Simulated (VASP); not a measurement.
# Zr3S2 (R-3c) in VASP: notebook

Runs on Zr3S2. Level: PBE. Tasks: single point.

Everything below comes from runs of VASP 6.6.1. Logs are shortened: lines on timing, memory, paths and dates and some standing lists are left out, and cuts for length are marked.

## Step 1: The cell of the first run

The structure is trigonal, space group R-3c (No. 167). The conventional cell has a = 6.224 Å, b = 6.224 Å, c = 17.719 Å, α = 90.00°, β = 90.00°, γ = 120.00°. Within 3.3 Å of Zr (site symmetry 2) lie 4 S at 2.51 to 2.57 Å. Within 3.3 Å of S (site symmetry 3) lie 6 Zr at 2.51 to 2.57 Å and 1 S at 3.18 Å.

## Step 2: Single point, PBE

INCAR

```
ALGO = Normal ; EDIFF = 1E-7
ENCUT = 520 ; GGA = PE
ISIF = 2 ; ISMEAR = 0
LASPH = True ; LCHARG = True
LELF = True ; LREAL = False
LVHAR = True ; LWAVE = False
NBANDS = 59 ; NELM = 60
PREC = Accurate ; SIGMA = 0.1
```

KPOINTS

```
k-points
0
Gamma
  3 3 3
```

POSCAR

```
Zr3S2
1.0
    3.1118146518      1.7966070269      5.9063426447
   -3.1118146518      1.7966070269      5.9063426447
    0.0000000000     -3.5932140538      5.9063426447
Zr S
6 4
Direct
    0.0741951881      0.4258048119      0.7500000000
    0.7500000000      0.0741951881      0.4258048119
    0.4258048119      0.7500000000      0.0741951881
    0.9258048119      0.5741951881      0.2500000000
    0.2500000000      0.9258048119      0.5741951881
    0.5741951881      0.2500000000      0.9258048119
    0.8398622963      0.8398622963      0.8398622963
    0.6601377037      0.6601377037      0.6601377037
    0.1601377037      0.1601377037      0.1601377037
    0.3398622963      0.3398622963      0.3398622963
```

Potentials or basis: VASP PAW PBE potentials, release 64 (Zr_sv, S).

The run is started by

```
$ cat potpaw_PBE.64/Zr_sv/POTCAR potpaw_PBE.64/S/POTCAR > POTCAR
$ mpirun -np 1 vasp_std > vasp.out
```

OUTCAR:

```text
EDIFF = 1E-7
   ENCUT = 520
   GGA = PE
   ISIF = 2
   ISMEAR = 0
   LASPH = True
   LREAL = False
   NELM = 60
   PREC = Accurate

 ion  position               nearest neighbor table
   1  0.074  0.426  0.750-   9 2.51  10 2.51   7 2.57   8 2.57   2 3.49   3 3.49   4 3.58   4 3.58
                             5 3.63   6 3.63   5 3.63   6 3.63   3 3.64   2 3.64   3 3.64   2 3.64
   2  0.750  0.074  0.426-  10 2.51   9 2.51   7 2.57   8 2.57   1 3.49   3 3.49   5 3.58   5 3.58
                             4 3.63   6 3.63   6 3.63   4 3.63   1 3.64   3 3.64   3 3.64   1 3.64
   3  0.426  0.750  0.074-   9 2.51  10 2.51   7 2.57   8 2.57   1 3.49   2 3.49   6 3.58   6 3.58
                             4 3.63   5 3.63   5 3.63   4 3.63   1 3.64   2 3.64   2 3.64   1 3.64
   4  0.926  0.574  0.250-   7 2.51   8 2.51   9 2.57  10 2.57   6 3.49   5 3.49   1 3.58   1 3.58
                             2 3.63   3 3.63   3 3.63   2 3.63   6 3.64   5 3.64   6 3.64   5 3.64
   5  0.250  0.926  0.574-   8 2.51   7 2.51   9 2.57  10 2.57   4 3.49   6 3.49   2 3.58   2 3.58
                             1 3.63   3 3.63   3 3.63   1 3.63   4 3.64   6 3.64   6 3.64   4 3.64
   6  0.574  0.250  0.926-   7 2.51   8 2.51   9 2.57  10 2.57   4 3.49   5 3.49   3 3.58   3 3.58
                             1 3.63   2 3.63   2 3.63   1 3.63   4 3.64   5 3.64   5 3.64   4 3.64
   7  0.840  0.840  0.840-   6 2.51   4 2.51   5 2.51   1 2.57   3 2.57   2 2.57
   8  0.660  0.660  0.660-   5 2.51   4 2.51   6 2.51   1 2.57   3 2.57   2 2.57
   9  0.160  0.160  0.160-   3 2.51   1 2.51   2 2.51   4 2.57   5 2.57   6 2.57
  10  0.340  0.340  0.340-   2 2.51   1 2.51   3 2.51   4 2.57   5 2.57   6 2.57

  LATTYP: Found a trigonal (rhomboedric) cell.
 ALAT       =     6.9134702337
 COS(alpha) =     0.5948039121

  Lattice vectors:

 A1 = (   3.1118146518,   1.7966070269,   5.9063426447)
 A2 = (  -3.1118146518,   1.7966070269,   5.9063426447)
 A3 = (   0.0000000000,  -3.5932140538,   5.9063426447)

Analysis of symmetry for initial positions (statically):
=====================================================================
 Subroutine PRICEL returns:
 Original cell was already a primitive cell.

 Routine SETGRP: Setting up the symmetry group for a
 trigonal (rhombohedral) supercell.

 Subroutine GETGRP returns: Found 12 space group operations
 (whereof  6 operations were pure point group operations)
 out of a pool of 12 trial point group operations.

The static configuration has the point symmetry S_6 .
 The point group associated with its full space group is D_3d.

Analysis of symmetry for dynamics (positions and initial velocities):
=====================================================================
 Subroutine PRICEL returns:
 Original cell was already a primitive cell.

 Routine SETGRP: Setting up the symmetry group for a
 trigonal (rhombohedral) supercell.

 Subroutine GETGRP returns: Found 12 space group operations
 (whereof  6 operations were pure point group operations)
 out of a pool of 12 trial point group operations.

The dynamic configuration has the point symmetry S_6 .
 The point group associated with its full space group is D_3d.

 Subroutine INISYM returns: Found 12 space group operations
 (whereof  6 operations are pure point group operations),
 and found     1 'primitive' translations

----------------------------------------------------------------------------------------

                                     Primitive cell

  volume of cell :     198.1238

  direct lattice vectors                    reciprocal lattice vectors
     3.111814652  1.796607027  5.906342645     0.160677950  0.092767458  0.056436505
    -3.111814652  1.796607027  5.906342645    -0.160677950  0.092767458  0.056436505
     0.000000000 -3.593214054  5.906342645     0.000000000 -0.185534916  0.056436505

  length of vectors
     6.913470234  6.913470234  6.913470234     0.193928554  0.193928554  0.193928554

  position of ions in fractional coordinates (direct lattice)
     0.074195188  0.425804812  0.750000000
     0.750000000  0.074195188  0.425804812
     0.425804812  0.750000000  0.074195188
     0.925804812  0.574195188  0.250000000
     0.250000000  0.925804812  0.574195188
     0.574195188  0.250000000  0.925804812
     0.839862296  0.839862296  0.839862296
     0.660137704  0.660137704  0.660137704
     0.160137704  0.160137704  0.160137704
     0.339862296  0.339862296  0.339862296

  ion indices of the primitive-cell ions
   primitive index   ion index
                 1           1
                 2           2
                 3           3
                 4           4
                 5           5
                 6           6
                 7           7
                 8           8
                 9           9
                10          10

----------------------------------------------------------------------------------------

 KPOINTS: k-points

Automatic generation of k-mesh.
 Grid dimensions read from file:
 generate k-points for:    3    3    3

 Generating k-lattice:

  Cartesian coordinates                     Fractional coordinates (reciprocal lattice)
     0.053559317  0.030922486  0.018812168     0.333333333  0.000000000  0.000000000
    -0.053559317  0.030922486  0.018812168     0.000000000  0.333333333  0.000000000
     0.000000000 -0.061844972  0.018812168     0.000000000  0.000000000  0.333333333

  Length of vectors
     0.064642851  0.064642851  0.064642851

  Shift w.r.t. Gamma in fractional coordinates (k-lattice)
     0.000000000  0.000000000  0.000000000

 Subroutine IBZKPT returns following result:
 ===========================================

 Found      6 irreducible k-points:

 Following reciprocal coordinates:
            Coordinates               Weight
  0.000000  0.000000  0.000000      1.000000
  0.333333  0.000000  0.000000      6.000000
  0.333333  0.333333  0.000000      6.000000
 -0.333333  0.333333  0.000000      6.000000
  0.333333  0.333333  0.333333      2.000000
 -0.333333  0.333333  0.333333      6.000000
   k-points           NKPTS =      6   k-points in BZ     NKDIM =      6   number of bands    NBANDS=     59
   number of dos      NEDOS =    301   number of ions     NIONS =     10
   total plane-waves  NPLWV = 157464
   dimension x,y,z NGX =    54 NGY =   54 NGZ =   54
   dimension x,y,z NGXF=   108 NGYF=  108 NGZF=  108
   ions per type =               6   4
   NGX,Y,Z   is equivalent  to a cutoff of  12.99, 12.99, 12.99 a.u.
   NGXF,Y,Z  is equivalent  to a cutoff of  25.97, 25.97, 25.97 a.u.
 SYSTEM =  unknown system
   PREC   = accura    normal or accurate (medium, high low for compatibility)
   ISTART =      0    job   : 0-new  1-cont  2-samecut
   ICHARG =      2    charge: 1-file 2-atom 10-const
   ISPIN  =      1    spin polarized calculation?
   LNONCOLLINEAR =      F non collinear calculations
   LSORBIT =      F    spin-orbit coupling
   LASPH  =      T    aspherical Exc in radial PAW
   ENCUT  =  520.0 eV  38.22 Ry    6.18 a.u.  12.85 12.85 12.85*2*pi/ulx,y,z
   NELM   =     60;   NELMIN=  2; NELMDL= -5     # of ELM steps
   EDIFF  = 0.1E-06   stopping-criterion for ELM
   LREAL  =      F    real-space projection
   EDIFFG = 0.1E-05   stopping-criterion for IOM
   NSW    =      0    number of steps for IOM
   IBRION =     -1    ionic relax: 0-MD 1-quasi-New 2-CG
   NFREE  =      0    steps in history (QN), initial steepest desc. (CG)
   ISIF   =      2    stress and relaxation
   ISYM   =      2    0-nonsym 1-usesym 2-fastsym
   POTIM  = 0.5000    time-step for ionic-motion
   TEBEG  =    0.0;   TEEND  =   0.0 temperature during run
   PSTRESS=    0.0 pullay stress
   NELECT =      96.0000    total number of electrons
   NUPDOWN=      -1.0000    fix difference up-down
   EMIN   =  10.00;   EMAX   =-10.00  energy-range for DOS
   EFERMI =   0.00;   METHOD = LEGACY
   ISMEAR =     0;   SIGMA  =   0.10  broadening in eV -4-tet -1-fermi 0-gaus
   EFERMI_NEDOS =   21; number of points for ismear=-14 and -15
   IALGO  =     38    algorithm
   IMIX   =      4    mixing-type and parameters
     AMIX     =   0.40;   BMIX     =  1.00
     AMIX_MAG =   1.60;   BMIX_MAG =  1.00
  volume/ion in A,a.u.               =      19.81       133.70
  Fermi-wavevector in a.u.,A,eV,Ry     =   1.285838  2.429882 22.495601  1.653380
  Thomas-Fermi vector in A             =   2.417949
   LORBIT       =      0    0 simple, 1 ext, 2 COOP (PROOUT), +10 PAW based schemes
   GGA     = PE    functional components
   LHFCALC =     F    Hartree Fock is set to
   AEXX    =    0.0000 exact exchange contribution
   IVDW    =     0    specifies the selected vdW correction
   LEPSILON=     F    determine dielectric tensor
   LRPA    =     F    only Hartree local field effects (RPA)
 non-spin polarized calculation
 Gauss-broadening in eV      SIGMA  =   0.10
  energy-cutoff  :      520.00
  volume of cell :      198.12
 maximum number of plane-waves:      5365
 NGX is ok and might be reduce to    54
   NGX = 25   NGY = 25   NGZ = 25

 number of electron      96.0000002 magnetization

 Free energy of the ion-electron system (eV)
  ---------------------------------------------------
  ext. energy  EPLUGINS =         0.00000000
  ---------------------------------------------------
  free energy    TOTEN  =       -79.51887604 eV

  energy without entropy =      -79.48371404  energy(sigma->0) =      -79.50129504

 E-fermi :   9.4610     XC(G=0): -11.0442

 val. band max:        9.4383173617   @ k =   0.3333   0.0000   0.0000
 cond. band min:       9.4677282643   @ k =  -0.3333   0.3333   0.3333
 fundamental gap:      0.0294109025
 Fermi energy:         9.4610289869

 k-point     1 :       0.0000    0.0000    0.0000
  band No.  band energies     occupation
      1     -39.9202      2.00000
      2     -39.8835      2.00000
      3     -39.8741      2.00000
      4     -39.8741      2.00000
      5     -39.8705      2.00000
      6     -39.8705      2.00000
[... 361 lines left out ...]
     58      11.8436      0.00000
     59      11.9573      0.00000

------------------------ aborting loop because EDIFF is reached ----------------------------------------

  FORCE on cell =-STRESS in cart. coord.  units (eV):
  Direction    XX          YY          ZZ          XY          YZ          ZX
  --------------------------------------------------------------------------------------
  -------------------------------------------------------------------------------------
  Total        0.0771365      0.0771365      0.3489652      0.0000000      0.0000000      0.0000000
  in kB        0.6237833      0.6237833      2.8219931      0.0000000      0.0000000      0.0000000
  external PRESSURE =       1.3565199 kB  Pullay stress =       0.0000000 kB

 VOLUME and BASIS-vectors are now :
 -----------------------------------------------------------------------------
  energy-cutoff  :      520.00
  volume of cell :      198.12
      direct lattice vectors                 reciprocal lattice vectors
     3.111814652  1.796607027  5.906342645     0.160677950  0.092767458  0.056436505
    -3.111814652  1.796607027  5.906342645    -0.160677950  0.092767458  0.056436505
     0.000000000 -3.593214054  5.906342645     0.000000000 -0.185534916  0.056436505

 POSITION                                       TOTAL-FORCE (eV/Angst)
 -----------------------------------------------------------------------------------
     -1.09414     -1.79661      7.38293         0.012097      0.000000     -0.000000
      2.10298     -0.04925      7.38293        -0.006048      0.010476      0.000000
     -1.00884      1.84586      7.38293        -0.006048     -0.010476      0.000000
      1.09414      1.79661     10.33610        -0.012097      0.000000      0.000000
     -2.10298      0.04925     10.33610         0.006048     -0.010476      0.000000
      1.00884     -1.84586     10.33610         0.006048      0.010476      0.000000
      0.00000      0.00000     14.88154         0.000000      0.000000      0.016825
      0.00000      0.00000     11.69700         0.000000      0.000000     -0.016825
      0.00000      0.00000      2.83748         0.000000      0.000000     -0.016825
      0.00000      0.00000      6.02203         0.000000      0.000000      0.016825
 -----------------------------------------------------------------------------------
    total drift:                               -0.000000     -0.000000     -0.000000

  FREE ENERGIE OF THE ION-ELECTRON SYSTEM (eV)
  ---------------------------------------------------
  free  energy   TOTEN  =       -79.5188760390 eV

  energy  without entropy=      -79.4837140446  energy(sigma->0) =      -79.50129504
```

Wall time 3.2 min (1 thread of Intel Xeon Platinum 8259CL at 2.50GHz (Skylake/Cascade Lake), shared host); peak memory 0.4 GiB.

Results:

| Property | Result |
| --- | --- |
| Free energy | -79.5189 eV |
| Pressure | 0.1 GPa |
| Largest force | 0.017 eV/Å |
| Band gap on the k mesh | zero (band 48 reaches 9.66 eV, above the bottom of band 49 at 9.07 eV) |

Forces in eV/Å, atoms in the order of the input:
```
Zr   0.012  0.000  0.000
Zr  -0.006  0.010  0.000
Zr  -0.006 -0.010  0.000
Zr  -0.012  0.000  0.000
Zr   0.006 -0.010  0.000
Zr   0.006  0.010  0.000
S    0.000  0.000  0.017
S    0.000  0.000 -0.017
S    0.000  0.000 -0.017
S    0.000  0.000  0.017
```

Levels at points of the mesh, in eV from the Fermi level:
```tsv
k point	band 45	band 46	band 47	band 48	band 49	band 50	band 51	band 52
(0.00, 0.00, 0.00)	-0.60	-0.50	-0.50	-0.39	-0.39	-0.17	-0.17	0.20
```

Caveat: the k points lie up to 0.41 Å⁻¹ apart.

## Step 3: Single point, PBE

This run uses another cell than the first one, of 20.56 Å³/atom, 1.038 times its volume.

INCAR

```
PREC = Accurate
ENCUT = 520
EDIFF = 1E-6
ISMEAR = 0
SIGMA = 0.1
LREAL = False
LASPH = True
NELM = 80
ALGO = Normal
ISIF = 2
LWAVE = False
LCHARG = False
GGA = PE
NBANDS = 59
```

KPOINTS

```
Automatic mesh
0
Gamma
  3 3 3
```

POSCAR

```
Zr3S2
1.0
    3.1948589651      1.8445526835      5.8151230904
   -3.1948589651      1.8445526835      5.8151230904
    0.0000000000     -3.6891053671      5.8151230904
Zr S
6 4
Direct
    0.0562500000      0.4437500000      0.7500000000
    0.7500000000      0.0562500000      0.4437500000
    0.4437500000      0.7500000000      0.0562500000
    0.9437500000      0.5562500000      0.2500000000
    0.2500000000      0.9437500000      0.5562500000
    0.5562500000      0.2500000000      0.9437500000
    0.8521800000      0.8521800000      0.8521800000
    0.6478200000      0.6478200000      0.6478200000
    0.1478200000      0.1478200000      0.1478200000
    0.3521800000      0.3521800000      0.3521800000
```

Potentials or basis: VASP PAW PBE potentials, release 64 (Zr_sv, S).

The run is started by

```
$ cat potpaw_PBE.64/Zr_sv/POTCAR potpaw_PBE.64/S/POTCAR > POTCAR
$ mpirun -np 1 vasp_std > vasp.out
```

It took 2.6 min on 1 thread of Intel Xeon Platinum 8259CL at 2.50GHz (Skylake/Cascade Lake), shared host; peak memory 0.4 GiB.

It converged, with:

| Quantity | Value |
| --- | --- |
| Free energy | -78.9679 eV |
| Pressure | -2.9 GPa |
| Largest force | 1.181 eV/Å |
| Band gap on the k mesh | zero (band 48 reaches 8.96 eV, above the bottom of band 49 at 8.57 eV) |

Forces on the atoms (eV/Å):
```
Zr  -0.109  0.000  0.000
Zr   0.054 -0.094  0.000
Zr   0.054  0.094  0.000
Zr   0.109  0.000  0.000
Zr  -0.054  0.094  0.000
Zr  -0.054 -0.094  0.000
S    0.000  0.000 -1.181
S    0.000  0.000  1.181
S    0.000  0.000  1.181
S    0.000  0.000 -1.181
```

Stress tensor (GPa, compression positive):
```
-2.24  0.00  0.00
 0.00 -2.24  0.00
 0.00  0.00 -4.25
```

Levels at points of the mesh, in eV from the Fermi level:
```tsv
k point	band 46	band 47	band 48	band 49	band 50	band 51
(0.00, 0.00, 0.00)	-0.64	-0.44	-0.42	-0.42	0.04	0.04
```

Caveat: the k points lie up to 0.40 Å⁻¹ apart; forces of over 1 eV/Å act on the atoms, so gaps and moduli don't describe the material at rest.
